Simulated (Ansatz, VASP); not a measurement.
## Pd3Pt in VASP and in Ansatz

```
CELL_PARAMETERS angstrom
0.00000 3.14264 3.14264
3.14264 0.00000 3.14264
3.14264 3.14264 0.00000
ATOMIC_POSITIONS crystal
Pd 0.25000 0.25000 0.25000
Pd 0.75000 0.75000 0.75000
Pd 0.50000 0.50000 0.50000
Pt 0.00000 0.00000 0.00000
```

Change from the starting cell: species swapped into the TaW3 type (Fm-3m, No. 225).

Alike in both runs: task single point; functional PBE; k mesh 6 × 6 × 6; occupations gaussian, width 0.1 eV; collinear spin.

```csv
,VASP,Ansatz
version,VASP 6.6.1,Ansatz 0.2.0
potentials or method,"VASP PAW PBE potentials, release 64 (Pd, Pt), cutoff 520 eV","scalar-relativistic, plane waves, PAW"
valence electrons in the cell,40,72
```

```csv
,VASP,Ansatz,Ansatz less VASP
gap on the k mesh at the Fermi level (eV),none,none,-
pressure (GPa),-0.4,-0.1,+0.34
net moment per atom (μB),0.00,0.00,0.000
```

A gap of «none» marks a metal or a gap that the smearing closes. The functional is the same, so the differences come from potentials, cutoffs and numerics. VASP's potentials hold 40 valence electrons a cell and Ansatz's 72, so a difference there can come from the potentials and not from the codes. Ansatz's warnings: seeded moment not kept.

Neither program's run includes spin-orbit coupling.
